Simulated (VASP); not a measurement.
# BN in VASP: single point with PBE

Aim: the single point of BN with PBE.

Everything below comes from runs of VASP 6.6.1. Logs are shortened: lines on timing, memory, paths and dates and some standing lists are left out, and cuts for length are marked.

### Step 1. The cell of the first run

The cell holds a slab with vacuum, 2 atoms: a = 2.500 Å, b = 2.500 Å, c = 16.000 Å, α = 90.00°, β = 90.00°, γ = 120.00°.

### Step 2. Single point, PBE

File INCAR:

```
ALGO = Normal
EDIFF = 1E-6
ENCUT = 600
GGA = PE
GGA_COMPAT = F
ISIF = 2
ISMEAR = 0
LASPH = T
LCHARG = F
LREAL = F
LWAVE = F
NBANDS = 11
NELM = 120
PREC = Accurate
SIGMA = 0.01
```

File KPOINTS:

```
k-points
0
Gamma
  6 6 1
```

File POSCAR:

```
BN
1.0
    2.5000000000      0.0000000000      0.0000000000
   -1.2500000000      2.1650640000      0.0000000000
    0.0000000000      0.0000000000     16.0000000000
B N
1 1
Direct
    0.3333333333      0.6666666667      0.5000000000
    0.6666666667      0.3333333333      0.5000000000
```

Potentials or basis: VASP PAW PBE potentials, release 64 (B, N).

On the command line:

```
$ cat potpaw_PBE.64/B/POTCAR potpaw_PBE.64/N/POTCAR > POTCAR
$ mpirun -np 1 vasp_std > vasp.out
```

OUTCAR:

```text
EDIFF = 1E-6
   ENCUT = 600
   GGA = PE
   ISIF = 2
   ISMEAR = 0
   LASPH = T
   LREAL = F
   NELM = 120
   PREC = Accurate

 ion  position               nearest neighbor table
   1  0.333  0.667  0.500-   2 1.44   2 1.44   2 1.44
   2  0.667  0.333  0.500-   1 1.44   1 1.44   1 1.44

  LATTYP: Found a hexagonal cell.
 ALAT       =     2.5000000000
 C/A-ratio  =     6.4000000000

  Lattice vectors:

 A1 = (   2.5000000000,   0.0000000000,   0.0000000000)
 A2 = (  -1.2500000000,   2.1650640000,   0.0000000000)
 A3 = (   0.0000000000,   0.0000000000,  16.0000000000)

Analysis of symmetry for initial positions (statically):
=====================================================================
 Subroutine PRICEL returns:
 Original cell was already a primitive cell.

 Routine SETGRP: Setting up the symmetry group for a
 hexagonal supercell.

 Subroutine GETGRP returns: Found 12 space group operations
 (whereof 12 operations were pure point group operations)
 out of a pool of 24 trial point group operations.

The static configuration has the point symmetry D_3h.

Analysis of symmetry for dynamics (positions and initial velocities):
=====================================================================
 Subroutine PRICEL returns:
 Original cell was already a primitive cell.

 Routine SETGRP: Setting up the symmetry group for a
 hexagonal supercell.

 Subroutine GETGRP returns: Found 12 space group operations
 (whereof 12 operations were pure point group operations)
 out of a pool of 24 trial point group operations.

The dynamic configuration has the point symmetry D_3h.

 Subroutine INISYM returns: Found 12 space group operations
 (whereof 12 operations are pure point group operations),
 and found     1 'primitive' translations

----------------------------------------------------------------------------------------

                                     Primitive cell

  volume of cell :      86.6026

  direct lattice vectors                    reciprocal lattice vectors
     2.500000000  0.000000000  0.000000000     0.400000000  0.230940055  0.000000000
    -1.250000000  2.165064000  0.000000000     0.000000000  0.461880111  0.000000000
     0.000000000  0.000000000 16.000000000     0.000000000  0.000000000  0.062500000

  length of vectors
     2.500000000  2.500000425 16.000000000     0.461880189  0.461880111  0.062500000

  position of ions in fractional coordinates (direct lattice)
     0.333333333  0.666666667  0.500000000
     0.666666667  0.333333333  0.500000000

  ion indices of the primitive-cell ions
   primitive index   ion index
                 1           1
                 2           2

----------------------------------------------------------------------------------------

 KPOINTS: k-points

Automatic generation of k-mesh.
 Grid dimensions read from file:
 generate k-points for:    6    6    1

 Generating k-lattice:

  Cartesian coordinates                     Fractional coordinates (reciprocal lattice)
     0.066666667  0.038490009  0.000000000     0.166666667  0.000000000  0.000000000
     0.000000000  0.076980018  0.000000000     0.000000000  0.166666667  0.000000000
     0.000000000  0.000000000  0.062500000     0.000000000  0.000000000  1.000000000

  Length of vectors
     0.076980032  0.076980018  0.062500000

  Shift w.r.t. Gamma in fractional coordinates (k-lattice)
     0.000000000  0.000000000  0.000000000

 Subroutine IBZKPT returns following result:
 ===========================================

 Found      7 irreducible k-points:

 Following reciprocal coordinates:
            Coordinates               Weight
  0.000000  0.000000  0.000000      1.000000
  0.166667  0.000000  0.000000      6.000000
  0.333333 -0.000000  0.000000      6.000000
  0.500000  0.000000  0.000000      3.000000
  0.166667  0.166667  0.000000      6.000000
  0.333333  0.166667  0.000000     12.000000
  0.333333  0.333333  0.000000      2.000000
   k-points           NKPTS =      7   k-points in BZ     NKDIM =      7   number of bands    NBANDS=     11
   number of dos      NEDOS =    301   number of ions     NIONS =      2
   total plane-waves  NPLWV =  51200
   dimension x,y,z NGX =    20 NGY =   20 NGZ =  128
   dimension x,y,z NGXF=    40 NGYF=   40 NGZF=  256
   ions per type =               1   1
   NGX,Y,Z   is equivalent  to a cutoff of  13.30, 13.30, 13.30 a.u.
   NGXF,Y,Z  is equivalent  to a cutoff of  26.60, 26.60, 26.60 a.u.
 SYSTEM =  unknown system
   PREC   = accura    normal or accurate (medium, high low for compatibility)
   ISTART =      0    job   : 0-new  1-cont  2-samecut
   ICHARG =      2    charge: 1-file 2-atom 10-const
   ISPIN  =      1    spin polarized calculation?
   LNONCOLLINEAR =      F non collinear calculations
   LSORBIT =      F    spin-orbit coupling
   LASPH  =      T    aspherical Exc in radial PAW
   ENCUT  =  600.0 eV  44.10 Ry    6.64 a.u.   4.99  4.99 31.96*2*pi/ulx,y,z
   NELM   =    120;   NELMIN=  2; NELMDL= -5     # of ELM steps
   EDIFF  = 0.1E-05   stopping-criterion for ELM
   LREAL  =      F    real-space projection
   EDIFFG = 0.1E-04   stopping-criterion for IOM
   NSW    =      0    number of steps for IOM
   IBRION =     -1    ionic relax: 0-MD 1-quasi-New 2-CG
   NFREE  =      0    steps in history (QN), initial steepest desc. (CG)
   ISIF   =      2    stress and relaxation
   ISYM   =      2    0-nonsym 1-usesym 2-fastsym
   POTIM  = 0.5000    time-step for ionic-motion
   TEBEG  =    0.0;   TEEND  =   0.0 temperature during run
   PSTRESS=    0.0 pullay stress
   NELECT =       8.0000    total number of electrons
   NUPDOWN=      -1.0000    fix difference up-down
   EMIN   =  10.00;   EMAX   =-10.00  energy-range for DOS
   EFERMI =   0.00;   METHOD = LEGACY
   ISMEAR =     0;   SIGMA  =   0.01  broadening in eV -4-tet -1-fermi 0-gaus
   EFERMI_NEDOS =   21; number of points for ismear=-14 and -15
   IALGO  =     38    algorithm
   IMIX   =      4    mixing-type and parameters
     AMIX     =   0.40;   BMIX     =  1.00
     AMIX_MAG =   1.60;   BMIX_MAG =  1.00
  volume/ion in A,a.u.               =      43.30       292.21
  Fermi-wavevector in a.u.,A,eV,Ry     =   0.740050  1.398492  7.451564  0.547674
  Thomas-Fermi vector in A             =   1.834360
   LORBIT       =      0    0 simple, 1 ext, 2 COOP (PROOUT), +10 PAW based schemes
   GGA     = PE    functional components
   LHFCALC =     F    Hartree Fock is set to
   AEXX    =    0.0000 exact exchange contribution
   IVDW    =     0    specifies the selected vdW correction
   LEPSILON=     F    determine dielectric tensor
   LRPA    =     F    only Hartree local field effects (RPA)
 non-spin polarized calculation
 Gauss-broadening in eV      SIGMA  =   0.01
  energy-cutoff  :      600.00
  volume of cell :       86.60
 maximum number of plane-waves:      2925
 NGX is ok and might be reduce to    20
   NGX =  9   NGY =  9   NGZ = 63

 number of electron       8.0000000 magnetization

 Free energy of the ion-electron system (eV)
  ---------------------------------------------------
  ext. energy  EPLUGINS =         0.00000000
  ---------------------------------------------------
  free energy    TOTEN  =       -17.60045554 eV

  energy without entropy =      -17.60045554  energy(sigma->0) =      -17.60045554

 E-fermi :  -4.0534     XC(G=0):  -2.6301

 val. band max:       -4.1142473575   @ k =   0.3333   0.3333   0.0000
 cond. band min:       0.5585905158   @ k =   0.0000   0.0000   0.0000
 fundamental gap:      4.6728378732
 Fermi energy:        -4.0533946556

 k-point     1 :       0.0000    0.0000    0.0000
  band No.  band energies     occupation
      1     -21.8146      2.00000
      2      -9.3892      2.00000
      3      -5.4496      2.00000
      4      -5.4496      2.00000
      5       0.5586      0.00000
      6       1.5325      0.00000
      7       1.9985      0.00000
      8       3.5945      0.00000
      9       4.1275      0.00000
     10       6.6778      0.00000
     11       7.3714      0.00000

 k-point     2 :       0.1667    0.0000    0.0000
  band No.  band energies     occupation
      1     -21.2857      2.00000
      2      -8.6761      2.00000
      3      -7.4245      2.00000
      4      -6.3417      2.00000
      5       1.4543      0.00000
      6       2.3653      0.00000
      7       2.8898      0.00000
      8       4.3704      0.00000
      9       5.0045      0.00000
     10       6.7370      0.00000
     11       7.1296      0.00000

 k-point     3 :       0.3333   -0.0000    0.0000
  band No.  band energies     occupation
      1     -19.8638      2.00000
      2     -11.0020      2.00000
      3      -7.7032      2.00000
      4      -6.7217      2.00000
      5       2.9623      0.00000
      6       3.9406      0.00000
      7       5.3166      0.00000
      8       5.4853      0.00000
      9       6.4640      0.00000
     10       7.3098      0.00000
     11       7.9527      0.00000

 k-point     4 :       0.5000    0.0000    0.0000
  band No.  band energies     occupation
      1     -18.7147      2.00000
      2     -13.0252      2.00000
      3      -8.2585      2.00000
      4      -5.0260      2.00000
      5       0.6956      0.00000
      6       5.6871      0.00000
      7       8.3839      0.00000
      8       8.8200      0.00000
      9       9.0781      0.00000
     10       9.6601      0.00000
     11       9.9676      0.00000

 k-point     5 :       0.1667    0.1667    0.0000
  band No.  band energies     occupation
      1     -20.2967      2.00000
      2      -9.6384      2.00000
      3      -8.0430      2.00000
      4      -7.3270      2.00000
      5       3.1929      0.00000
      6       3.5658      0.00000
      7       4.6620      0.00000
      8       4.8875      0.00000
      9       6.5871      0.00000
     10       6.7360      0.00000
     11       8.3424      0.00000

 k-point     6 :       0.3333    0.1667    0.0000
  band No.  band energies     occupation
      1     -18.8074      2.00000
      2     -12.1972      2.00000
      3      -9.4357      2.00000
      4      -5.1915      2.00000
      5       1.3869      0.00000
      6       6.4350      0.00000
      7       7.6266      0.00000
      8       8.0435      0.00000
      9       8.5692      0.00000
     10       9.4953      0.00000
     11      10.3012      0.00000

 k-point     7 :       0.3333    0.3333    0.0000
  band No.  band energies     occupation
      1     -18.1288      2.00000
      2     -12.0552      2.00000
      3     -11.2865      2.00000
      4      -4.1142      2.00000
      5       0.5857      0.00000
      6       8.2736      0.00000
      7       9.2861      0.00000
      8      10.5471      0.00000
      9      11.0677      0.00000
     10      11.8966      0.00000
     11      12.3909      0.00000

------------------------ aborting loop because EDIFF is reached ----------------------------------------

  FORCE on cell =-STRESS in cart. coord.  units (eV):
  Direction    XX          YY          ZZ          XY          YZ          ZX
  --------------------------------------------------------------------------------------
  -------------------------------------------------------------------------------------
  Total        0.5819286      0.5819289     -0.0310589      0.0000000      0.0000000     -0.0000000
  in kB       10.7658808     10.7658856     -0.5746001      0.0000000      0.0000000     -0.0000000
  external PRESSURE =       6.9857221 kB  Pullay stress =       0.0000000 kB

 VOLUME and BASIS-vectors are now :
 -----------------------------------------------------------------------------
  energy-cutoff  :      600.00
  volume of cell :       86.60
      direct lattice vectors                 reciprocal lattice vectors
     2.500000000  0.000000000  0.000000000     0.400000000  0.230940055  0.000000000
    -1.250000000  2.165064000  0.000000000     0.000000000  0.461880111  0.000000000
     0.000000000  0.000000000 16.000000000     0.000000000  0.000000000  0.062500000

 POSITION                                       TOTAL-FORCE (eV/Angst)
 -----------------------------------------------------------------------------------
     -0.00000      1.44338      8.00000         0.000000      0.000000      0.000000
      1.25000      0.72169      8.00000        -0.000000      0.000000      0.000000
 -----------------------------------------------------------------------------------
    total drift:                               -0.000000     -0.000012      0.000000

  FREE ENERGIE OF THE ION-ELECTRON SYSTEM (eV)
  ---------------------------------------------------
  free  energy   TOTEN  =       -17.6004555442 eV

  energy  without entropy=      -17.6004555442  energy(sigma->0) =      -17.60045554
```

Wall time 27 s (1 thread of AMD EPYC 7R13, shared host); peak memory 0.17 GiB.

What came out:

```
Free energy            : -17.6005 eV
Band gap on the k mesh : 4.67 eV, indirect (least direct gap 4.70 eV)
```

Levels at points of the mesh, in eV from the valence-band top:
| k point | band 1 | band 2 | band 3 | band 4 | band 5 | band 6 | band 7 | band 8 | band 9 |
| --- | --- | --- | --- | --- | --- | --- | --- | --- | --- |
| (0.00, 0.00, 0.00) | -17.70 | -5.28 | -1.34 | -1.34 | 4.67 | 5.65 | 6.11 | 7.71 | 8.24 |
| (0.50, 0.00, 0.00) | -14.60 | -8.91 | -4.14 | -0.91 | 4.81 | 9.80 | 12.50 | 12.93 | 13.19 |

Caveat: the k points lie up to 0.48 Å⁻¹ apart.
